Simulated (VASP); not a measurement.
Here is a VASP 6.6.1 calculation.

INCAR

```
PREC = Accurate
ENCUT = 500
EDIFF = 1E-6
ISMEAR = -1
SIGMA = 0.05
LREAL = F
LASPH = T
NELM = 120
ALGO = Normal
ISIF = 2
LWAVE = F
LCHARG = F
GGA = PE
NBANDS = 12
GGA_COMPAT = F
```

Contents of KPOINTS:

```
regular mesh
0
Gamma
  8 8 8
```

POSCAR

```
Ag
1.0
   -1.6556500000      1.6556500000      1.6556500000
    1.6556500000     -1.6556500000      1.6556500000
    1.6556500000      1.6556500000     -1.6556500000
Ag
1
Direct
    0.0000000000      0.0000000000      0.0000000000
```

Potentials or basis: VASP PAW PBE potentials, release 64 (Ag).

The run is started by

```sh
$ cat potpaw_PBE.64/Ag/POTCAR > POTCAR
$ mpirun -np 1 vasp_std > vasp.out
```

Estimate the pressure.

-0.8 GPa.

Predict the band gap on the k mesh.

zero (an odd number of electrons rules out a gap without spin polarisation).
